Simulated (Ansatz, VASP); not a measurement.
**One calculation of LiF, two programs**

The input INCAR:

```
PREC = Accurate ; ENCUT = 520
EDIFF = 1E-7 ; ISMEAR = 0
SIGMA = 0.05 ; LREAL = False
LASPH = True ; NELM = 80
ALGO = Normal ; ISIF = 2
LWAVE = False ; LCHARG = False
GGA = CA ; NBANDS = 18
```

KPOINTS

```
regular mesh
0
Gamma
  9 9 6
```

The input POSCAR:

```
LiF
1.0
    2.9830981508      0.0000000000      0.0000000000
   -1.4915490754      2.5834387805      0.0000000000
    0.0000000000      0.0000000000      4.8069643601
Li F
2 2
Direct
    0.3333333333      0.6666666667      0.3746202181
    0.6666666667      0.3333333333      0.8746202181
    0.3333333333      0.6666666667      0.9910195924
    0.6666666667      0.3333333333      0.4910195924
```

Input for Ansatz:

```yaml
crystal:
  lattice:
    - [2.9830981508, 0.0, 0.0]
    - [-1.4915490754, 2.5834387805, 0.0]
    - [0.0, 0.0, 4.8069643601]
  atoms:
    - { symbol: Li, position: [0.3333333333, 0.6666666667, 0.3746202181] }
    - { symbol: Li, position: [0.6666666667, 0.3333333333, 0.8746202181] }
    - { symbol: F, position: [0.3333333333, 0.6666666667, 0.9910195924] }
    - { symbol: F, position: [0.6666666667, 0.3333333333, 0.4910195924] }
basis:
  ecutwfc: 520.0
kpoints:
  mp_grid: { grid: [9, 9, 6] }
hamiltonian:
  xc: lda
scf:
  occupations: { method: gaussian, width: 0.05 }
output:
  forces: true
  stress: true
  eigenvalues: true
```

Alike in both runs: task single point; functional LDA; k mesh 9 × 9 × 6; occupations gaussian, width 0.05 eV; no spin polarisation.

|  | VASP | Ansatz |
| --- | --- | --- |
| version | VASP 6.6.1 | Ansatz 0.2.0 |
| potentials or method | VASP PAW LDA potentials, release 64 (Li_sv, F), cutoff 520 eV | scalar-relativistic, plane waves, PAW |
| valence electrons in the cell | 20 | 20 |

```csv
,VASP,Ansatz,Ansatz less VASP
gap on the k mesh at the Fermi level (eV),7.92,7.94,+0.015
least direct gap on the mesh (eV),7.92,7.94,+0.015
rms of the force components (eV/Å),0.031,0.030,-0.0004
```

LDA's correlation is that of Perdew and Zunger in VASP and of Perdew and Wang (1992) in Ansatz. Atom by atom the forces differ by 0.000 eV/Å (rms over components).

Noted on VASP's run: the cutoff is under 1.25 times that of the potentials, so the pressure is a little rough.
